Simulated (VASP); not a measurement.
# VH2 (Fm-3m) in VASP: notebook

VH2 is run at these levels: LDA; tasks: vibrations by perturbation theory.

All numbers are computed with VASP 6.6.1; they aren't measurements. Logs are shortened: lines on timing, memory, paths and dates and some standing lists are left out, and cuts for length are marked.

**1. The cell of the first run**

The structure is cubic, space group Fm-3m (No. 225). Conventional cell: a = 4.137 Å, b = 4.137 Å, c = 4.137 Å, α = 90.00°, β = 90.00°, γ = 90.00°. V (site symmetry m-3m) has 8 H at 1.79 Å within 2.4 Å. H (site symmetry -43m) has 4 V at 1.79 Å and 6 H at 2.07 Å within 2.4 Å.

**2. Vibrations by perturbation theory, LDA**

The input, INCAR:

```
  PREC = Accurate
  ENCUT = 520
  EDIFF = 1E-8
  ISMEAR = -1
  SIGMA = 0.15
  LREAL = False
  LASPH = True
  NELM = 100
  ALGO = Normal
  ISIF = 2
  LWAVE = False
  LCHARG = False
  GGA = CA
  IBRION = 8
  NSW = 1
```

The input, KPOINTS:

```
Automatic mesh
0
Gamma
  18 18 18
```

The input, POSCAR:

```
VH2
1.0
    0.0000000000      2.0687031130      2.0687031130
    2.0687031130      0.0000000000      2.0687031130
    2.0687031130      2.0687031130      0.0000000000
V H
1 2
Direct
    0.0000000000      0.0000000000      0.0000000000
    0.2500000000      0.2500000000      0.2500000000
    0.7500000000      0.7500000000      0.7500000000
```

Potentials or basis: VASP PAW LDA potentials, release 64 (V_sv, H).

Started as:

```bash
> cat potpaw_LDA.64/V_sv/POTCAR potpaw_LDA.64/H/POTCAR > POTCAR
> mpirun -np 1 vasp_std > vasp.out
```

OUTCAR:

```text
PREC = Accurate
   ENCUT = 520
   EDIFF = 1E-8
   ISMEAR = -1
   LREAL = False
   LASPH = True
   NELM = 100
   ISIF = 2
   GGA = CA
   IBRION = 8
   NSW = 1

 ion  position               nearest neighbor table
   1  0.000  0.000  0.000-   2 1.79   3 1.79   3 1.79   3 1.79   3 1.79   2 1.79   2 1.79   2 1.79

   2  0.250  0.250  0.250-   1 1.79   1 1.79   1 1.79   1 1.79
   3  0.750  0.750  0.750-   1 1.79   1 1.79   1 1.79   1 1.79

  LATTYP: Found a face centered cubic cell.
 ALAT       =     4.1374062260

  Lattice vectors:

 A1 = (   0.0000000000,   2.0687031130,   2.0687031130)
 A2 = (   2.0687031130,   0.0000000000,   2.0687031130)
 A3 = (   2.0687031130,   2.0687031130,   0.0000000000)

Analysis of symmetry for initial positions (statically):
=====================================================================
 Subroutine PRICEL returns:
 Original cell was already a primitive cell.

 Routine SETGRP: Setting up the symmetry group for a
 face centered cubic supercell.

 Subroutine GETGRP returns: Found 48 space group operations
 (whereof 48 operations were pure point group operations)
 out of a pool of 48 trial point group operations.

The static configuration has the point symmetry O_h .

Analysis of symmetry for dynamics (positions and initial velocities):
=====================================================================
 Subroutine PRICEL returns:
 Original cell was already a primitive cell.

 Routine SETGRP: Setting up the symmetry group for a
 face centered cubic supercell.

 Subroutine GETGRP returns: Found 48 space group operations
 (whereof 48 operations were pure point group operations)
 out of a pool of 48 trial point group operations.

The dynamic configuration has the point symmetry O_h .

 Subroutine INISYM returns: Found 48 space group operations
 (whereof 48 operations are pure point group operations),
 and found     1 'primitive' translations

----------------------------------------------------------------------------------------

                                     Primitive cell

  volume of cell :      17.7062

  direct lattice vectors                    reciprocal lattice vectors
     0.000000000  2.068703113  2.068703113    -0.241697321  0.241697321  0.241697321
     2.068703113  0.000000000  2.068703113     0.241697321 -0.241697321  0.241697321
     2.068703113  2.068703113  0.000000000     0.241697321  0.241697321 -0.241697321

  length of vectors
     2.925587999  2.925587999  2.925587999     0.418632040  0.418632040  0.418632040

  position of ions in fractional coordinates (direct lattice)
     0.000000000  0.000000000  0.000000000
     0.250000000  0.250000000  0.250000000
     0.750000000  0.750000000  0.750000000

  ion indices of the primitive-cell ions
   primitive index   ion index
                 1           1
                 2           2
                 3           3

----------------------------------------------------------------------------------------

 KPOINTS: Automatic mesh

Automatic generation of k-mesh.
 Grid dimensions read from file:
 generate k-points for:   18   18   18

 Generating k-lattice:

  Cartesian coordinates                     Fractional coordinates (reciprocal lattice)
    -0.013427629  0.013427629  0.013427629     0.055555556  0.000000000  0.000000000
     0.013427629 -0.013427629  0.013427629     0.000000000  0.055555556  0.000000000
     0.013427629  0.013427629 -0.013427629     0.000000000  0.000000000  0.055555556

[... 102 lines left out ...]
  free energy    TOTEN  =       -17.93467774 eV

  energy without entropy =      -17.83030432  energy(sigma->0) =      -17.88249103

 E-fermi :   8.8778     XC(G=0): -12.9055

 val. band max:        8.8691037794   @ k =   0.2778   0.2222   0.0000
 cond. band min:       8.8887356036   @ k =  -0.2778   0.2222   0.0000
 fundamental gap:      0.0196318242
 Fermi energy:         8.8777882853

 k-point     1 :       0.0000    0.0000    0.0000
  band No.  band energies     occupation
      1     -54.8088      2.00000
      2     -28.8750      2.00000
      3     -28.8750      2.00000
      4     -28.8750      2.00000
      5      -2.8726      2.00000
      6       7.8376      1.99805
      7       7.8376      1.99805
      8       7.8376      1.99805
      9       9.7504      0.00593
     10       9.7504      0.00593
     11      10.3828      0.00009
[... 309 lines left out ...]
 k-point    24 :      -0.2222    0.0556    0.0000
  band No.  band energies     occupation
      1     -54.7714      2.00000
      2     -29.1053      2.00000
      3     -28.9182      2.00000
      4     -28.8989      2.00000
      5      -1.2958      2.00000
      6       4.6839      2.00000
      7       8.1540      1.98408
      8       8.2525      1.96953
      9       9.5071      0.02969
     10       9.9187      0.00194
     11      14.0920      0.00000

 [... further k-points ...]

------------------------ aborting loop because EDIFF is reached ----------------------------------------

  FORCE on cell =-STRESS in cart. coord.  units (eV):
  Direction    XX          YY          ZZ          XY          YZ          ZX
  --------------------------------------------------------------------------------------
  -------------------------------------------------------------------------------------
  Total        0.0415475      0.0415475      0.0415475      0.0000000      0.0000000      0.0000000
  in kB        3.7595118      3.7595118      3.7595118      0.0000000      0.0000000      0.0000000
  external PRESSURE =       3.7595118 kB  Pullay stress =       0.0000000 kB

 VOLUME and BASIS-vectors are now :
 -----------------------------------------------------------------------------
  energy-cutoff  :      520.00
  volume of cell :       17.71
      direct lattice vectors                 reciprocal lattice vectors
     0.000000000  2.068703113  2.068703113    -0.241697321  0.241697321  0.241697321
     2.068703113  0.000000000  2.068703113     0.241697321 -0.241697321  0.241697321
     2.068703113  2.068703113  0.000000000     0.241697321  0.241697321 -0.241697321

 POSITION                                       TOTAL-FORCE (eV/Angst)
 -----------------------------------------------------------------------------------
      0.00000      0.00000      0.00000         0.000000     -0.000000      0.000000
      1.03435      1.03435      1.03435         0.000000      0.000000      0.000000
      3.10305      3.10305      3.10305        -0.000000     -0.000000     -0.000000
 -----------------------------------------------------------------------------------
    total drift:                               -0.000000      0.000000      0.000000

  FREE ENERGIE OF THE ION-ELECTRON SYSTEM (eV)
  ---------------------------------------------------
  free  energy   TOTEN  =       -17.9346777396 eV

  energy  without entropy=      -17.8303043199  energy(sigma->0) =      -17.88249103

[... ionic steps 2 to 3 ...]

--------------------------------------- Ionic step        4  -------------------------------------------

------------------------ aborting loop because EDIFF is reached ----------------------------------------

[... ionic steps 5 to 6 ...]

--------------------------------------- Ionic step        7  -------------------------------------------

 Free energy of the ion-electron system (eV)
  ---------------------------------------------------
  ---------------------------------------------------
  free energy    TOTEN  =        -0.01699044 eV

  energy without entropy =       -0.01699044

------------------------ aborting loop because EDIFF is reached ----------------------------------------

 INTERNAL STRAIN TENSOR  FOR ION    2  DIRECTION 1   (eV/Angst):
 -----------------------------------------------------------------------------
    -0.00089  0.00000  0.00000
     0.00000  0.00035 -5.11602
     0.00000 -5.11602  0.00035

 INTERNAL STRAIN TENSOR FOR ION    3 for displacements in x,y,z  (eV/Angst):
          X           Y           Z          XY          YZ          ZX
  --------------------------------------------------------------------------------
  x     0.00000     0.00000     0.00000     0.00000     5.11602     0.00000
  y    -0.00000     0.00000    -0.00000     0.00000     0.00000     5.11602
  z     0.00000     0.00000     0.00000     5.11602     0.00000     0.00000

 SECOND DERIVATIVES (NOT SYMMETRIZED)
 ------------------------------------
               1X          1Y          1Z          2X          2Y          2Z          3X          3Y          3Z
  1X   -10.894519    0.000000    0.000000    5.447259    0.000000    0.000000    5.447259    0.000000    0.000000
  1Y     0.000000  -10.894519    0.000000    0.000000    5.447259    0.000000    0.000000    5.447259    0.000000
  1Z     0.000000    0.000000  -10.894519    0.000000    0.000000    5.447259    0.000000    0.000000    5.447259
  2X     5.441637    0.000000    0.000000   -6.400298    0.000000    0.000000    0.958661   -0.000000   -0.000000
  2Y     0.000000    5.441637    0.000000    0.000000   -6.400298    0.000000   -0.000000    0.958661    0.000000
  2Z     0.000000    0.000000    5.441637    0.000000    0.000000   -6.400298   -0.000000    0.000000    0.958661
  3X     5.441637    0.000000    0.000000    0.958661   -0.000000   -0.000000   -6.400298    0.000000    0.000000
  3Y     0.000000    5.441637    0.000000   -0.000000    0.958661    0.000000    0.000000   -6.400298    0.000000
  3Z     0.000000    0.000000    5.441637   -0.000000    0.000000    0.958661    0.000000    0.000000   -6.400298

 Eigenvectors and eigenvalues of the dynamical matrix
 ----------------------------------------------------

   1 f  =   42.409085 THz   266.464139 2PiTHz 1414.614804 cm-1   175.389803 meV
             X         Y         Z           dx          dy          dz
      0.000000  0.000000  0.000000    -0.000000    0.000000   -0.000000
      1.034352  1.034352  1.034352    -0.000000    0.000000   -0.707107
      3.103055  3.103055  3.103055     0.000000   -0.000000    0.707107
[... 43 lines left out ...]
   9 f/i=    0.003662 THz     0.023007 2PiTHz    0.122142 cm-1     0.015144 meV
             X         Y         Z           dx          dy          dz
      0.000000  0.000000  0.000000     0.902475    0.384109   -0.013529
      1.034352  1.034352  1.034352     0.126510    0.053845   -0.001897
      3.103055  3.103055  3.103055     0.126510    0.053845   -0.001897

--------------------------------------------------------------------------------------------------------

 ELASTIC MODULI CONTR FROM IONIC RELAXATION (kBar)
 Direction    XX          YY          ZZ          XY          YZ          ZX
 --------------------------------------------------------------------------------
 XX          -0.0000     -0.0000     -0.0000     -0.0000     -0.0000      0.0000
 YY          -0.0000     -0.0000     -0.0000     -0.0000     -0.0000      0.0000
 ZZ          -0.0000     -0.0000     -0.0000      0.0000     -0.0000      0.0000
 XY          -0.0000     -0.0000      0.0000   -643.6704      0.0000     -0.0000
 YZ          -0.0000     -0.0000     -0.0000      0.0000   -643.6704      0.0000
 ZX           0.0000      0.0000      0.0000     -0.0000      0.0000   -643.6704
 --------------------------------------------------------------------------------
```

Run time: 5.2 min. Hardware: 1 thread of AMD EPYC 7R13 (Zen 3), shared host; peak memory 0.46 GiB.

Results:

| Quantity | Value |
| --- | --- |
| Highest phonon frequency at Γ | 1415 cm⁻¹ |

Phonon frequencies in cm⁻¹ (negative: imaginary):
```csv
q point,frequencies
"(0.000, 0.000, 0.000)",0 0 0 1240 1240 1240 1415 1415 1415
```

**3. Vibrations by perturbation theory, LDA**

This run uses another cell than the first one, of 5.64 Å³/atom.

The input, INCAR:

```
PREC = Accurate
ENCUT = 520
EDIFF = 1E-8
ISMEAR = -1
SIGMA = 0.15
LREAL = F
LASPH = T
NELM = 60
ALGO = Normal
ISIF = 2
LWAVE = F
LCHARG = T
GGA = CA
NBANDS = 14
IBRION = 8
NSW = 1
```

KPOINTS is that of step 2.

The input, POSCAR:

```
VH2
1.0
    0.0000000000      2.0371749464      2.0371749464
    2.0371749464      0.0000000000      2.0371749464
    2.0371749464      2.0371749464      0.0000000000
V H
1 2
Direct
    0.0000000000      0.0000000000      0.0000000000
    0.2500000000      0.2500000000      0.2500000000
    0.7500000000      0.7500000000      0.7500000000
```

Potentials or basis: VASP PAW LDA potentials, release 64 (V_sv, H).

Started as:

```bash
> cat potpaw_LDA.64/V_sv/POTCAR potpaw_LDA.64/H/POTCAR > POTCAR
> mpirun -np 1 vasp_std > vasp.out
```

OUTCAR:

```text
PREC = Accurate
   ENCUT = 520
   EDIFF = 1E-8
   ISMEAR = -1
   LREAL = F
   LASPH = T
   NELM = 60
   ISIF = 2
   GGA = CA
   IBRION = 8
   NSW = 1

 ion  position               nearest neighbor table
   1  0.000  0.000  0.000-   3 1.76   3 1.76   3 1.76   2 1.76   2 1.76   2 1.76   3 1.76   2 1.76

   2  0.250  0.250  0.250-   1 1.76   1 1.76   1 1.76   1 1.76
   3  0.750  0.750  0.750-   1 1.76   1 1.76   1 1.76   1 1.76

  LATTYP: Found a face centered cubic cell.
 ALAT       =     4.0743498928

  Lattice vectors:

 A1 = (   0.0000000000,   2.0371749464,   2.0371749464)
 A2 = (   2.0371749464,   0.0000000000,   2.0371749464)
 A3 = (   2.0371749464,   2.0371749464,   0.0000000000)

Analysis of symmetry for initial positions (statically):
=====================================================================
 Subroutine PRICEL returns:
 Original cell was already a primitive cell.

 Routine SETGRP: Setting up the symmetry group for a
 face centered cubic supercell.

 Subroutine GETGRP returns: Found 48 space group operations
 (whereof 48 operations were pure point group operations)
 out of a pool of 48 trial point group operations.

The static configuration has the point symmetry O_h .

Analysis of symmetry for dynamics (positions and initial velocities):
=====================================================================
 Subroutine PRICEL returns:
 Original cell was already a primitive cell.

[... 611 lines left out ...]
--------------------------------------- Ionic step        4  -------------------------------------------

------------------------ aborting loop because EDIFF is reached ----------------------------------------

[... ionic steps 5 to 6 ...]

--------------------------------------- Ionic step        7  -------------------------------------------

 Free energy of the ion-electron system (eV)
  ---------------------------------------------------
  ---------------------------------------------------
  free energy    TOTEN  =        -0.01720059 eV

  energy without entropy =       -0.01720059

------------------------ aborting loop because EDIFF is reached ----------------------------------------

 INTERNAL STRAIN TENSOR  FOR ION    2  DIRECTION 1   (eV/Angst):
 -----------------------------------------------------------------------------
     0.00007  0.00000  0.00000
     0.00000 -0.00010 -5.98454
     0.00000 -5.98454 -0.00010

 INTERNAL STRAIN TENSOR FOR ION    3 for displacements in x,y,z  (eV/Angst):
          X           Y           Z          XY          YZ          ZX
  --------------------------------------------------------------------------------
  x     0.00000     0.00000     0.00000     0.00000     5.98454     0.00000
  y     0.00000     0.00000     0.00000     0.00000     0.00000     5.98454
  z     0.00000     0.00000     0.00000     5.98454     0.00000     0.00000

 SECOND DERIVATIVES (NOT SYMMETRIZED)
 ------------------------------------
               1X          1Y          1Z          2X          2Y          2Z          3X          3Y          3Z
  1X   -12.294362    0.000000    0.000000    6.147181    0.000000    0.000000    6.147181    0.000000    0.000000
  1Y     0.000000  -12.294362    0.000000    0.000000    6.147181    0.000000    0.000000    6.147181    0.000000
  1Z     0.000000    0.000000  -12.294362    0.000000    0.000000    6.147181    0.000000    0.000000    6.147181
  2X     6.138809    0.000000    0.000000   -7.118099    0.000000    0.000000    0.979290    0.000000    0.000000
  2Y     0.000000    6.138809    0.000000    0.000000   -7.118099    0.000000    0.000000    0.979290    0.000000
  2Z     0.000000    0.000000    6.138809    0.000000    0.000000   -7.118099    0.000000    0.000000    0.979290
  3X     6.138809    0.000000    0.000000    0.979290    0.000000    0.000000   -7.118099    0.000000    0.000000
  3Y     0.000000    6.138809    0.000000    0.000000    0.979290    0.000000    0.000000   -7.118099    0.000000
  3Z     0.000000    0.000000    6.138809    0.000000    0.000000    0.979290    0.000000    0.000000   -7.118099

 Eigenvectors and eigenvalues of the dynamical matrix
 ----------------------------------------------------

   1 f  =   44.485988 THz   279.513706 2PiTHz 1483.892832 cm-1   183.979180 meV
             X         Y         Z           dx          dy          dz
      0.000000  0.000000  0.000000    -0.000000   -0.000000   -0.000000
      1.018587  1.018587  1.018587    -0.000000    0.000000   -0.707107
      3.055762  3.055762  3.055762     0.000000    0.000000    0.707107
[... 43 lines left out ...]
   9 f/i=    0.005133 THz     0.032254 2PiTHz    0.171231 cm-1     0.021230 meV
             X         Y         Z           dx          dy          dz
      0.000000  0.000000  0.000000     0.045439    0.028919   -0.979424
      1.018587  1.018587  1.018587     0.006371    0.004055   -0.137320
      3.055762  3.055762  3.055762     0.006371    0.004055   -0.137320

--------------------------------------------------------------------------------------------------------

 ELASTIC MODULI CONTR FROM IONIC RELAXATION (kBar)
 Direction    XX          YY          ZZ          XY          YZ          ZX
 --------------------------------------------------------------------------------
 XX          -0.0000     -0.0000     -0.0000     -0.0000     -0.0000     -0.0000
 YY          -0.0000     -0.0000     -0.0000     -0.0000     -0.0000     -0.0000
 ZZ          -0.0000     -0.0000     -0.0000     -0.0000     -0.0000     -0.0000
 XY          -0.0000     -0.0000     -0.0000   -838.1903     -0.0000     -0.0000
 YZ          -0.0000     -0.0000     -0.0000     -0.0000   -838.1903     -0.0000
 ZX          -0.0000     -0.0000     -0.0000     -0.0000     -0.0000   -838.1903
 --------------------------------------------------------------------------------
```

OSZICAR:

```text
N       E                     dE             d eps       ncg     rms          rms(c)
DAV:   1     0.102662603814E+03    0.10266E+03   -0.76413E+03  5486   0.114E+03
DAV:   2    -0.183093365004E+02   -0.12097E+03   -0.11607E+03  5706   0.335E+02
DAV:   3    -0.203704018103E+02   -0.20611E+01   -0.20539E+01  6060   0.489E+01
DAV:   4    -0.203792013019E+02   -0.87995E-02   -0.87993E-02  5886   0.345E+00
[... 40 lines left out ...]
RMM:   7    -0.172001864939E-01   -0.22900E-05   -0.27379E-08 38767   0.110E-03    0.142E-04
RMM:   8    -0.172005472180E-01   -0.36072E-06   -0.41968E-09 39160   0.316E-04    0.370E-05
RMM:   9    -0.172006139864E-01   -0.66768E-07    0.87533E-10 40474   0.819E-05    0.491E-06
RMM:  10    -0.172005980133E-01    0.15973E-07    0.27274E-10 41746   0.242E-05    0.175E-06
RMM:  11    -0.172005897926E-01    0.82207E-08    0.84575E-11 37585   0.754E-06    0.458E-07
 Linear response finished
```

Wall time 2.4 min (1 thread of Intel Xeon 6975P-C (Granite Rapids), shared host); peak memory 0.51 GiB.

What came out:

* Highest phonon frequency at Γ: 1484 cm⁻¹

Phonon frequencies in cm⁻¹ (negative: imaginary):
```tsv
q point	frequencies
(0.000, 0.000, 0.000)	0 0 0 1317 1317 1317 1484 1484 1484
```

Caveat: the cell stands under pressure or tension, which shifts response properties.

(Continued in part 2 of 3.)
